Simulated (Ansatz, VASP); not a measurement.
C in VASP and in Ansatz

```
CELL_PARAMETERS angstrom
2.49887 0.00000 0.00000
-1.24943 2.16408 0.00000
0.00000 0.00000 4.16091
ATOMIC_POSITIONS crystal
C 0.66667 0.33333 0.06279
C 0.33333 0.66667 0.56279
C 0.66667 0.33333 0.43721
C 0.33333 0.66667 0.93721
```

Alike in both runs: functional PBEsol; k mesh 12 × 12 × 6; occupations gaussian, width 0.02 eV; no spin polarisation.

Ansatz relaxed the structure, and its values are those at the end. VASP's run is a single point on that final structure, the one shown.

|  | VASP | Ansatz |
| --- | --- | --- |
| version | VASP 6.6.1 | Ansatz 0.2.0 |
| potentials or method | VASP PAW PBE potentials, release 64 (C), cutoff 520 eV | scalar-relativistic, plane waves, PAW |
| valence electrons in the cell | 16 | 16 |

VASP gave:

| Item | Value |
| --- | --- |
| gap on the k mesh at the Fermi level (eV) | 3.04 |
| least direct gap on the mesh (eV) | 4.92 |
| pressure (GPa) | 1.1 |
| rms of the force components (eV/Å) | 0.004 |

Task: Estimate Ansatz's values.

Result: gap on the k mesh at the Fermi level (eV): 3.06; least direct gap on the mesh (eV): 4.93; pressure (GPa): 0.0; rms of the force components (eV/Å): 0.002.

VASP's potentials were made for PBE, not for PBEsol.
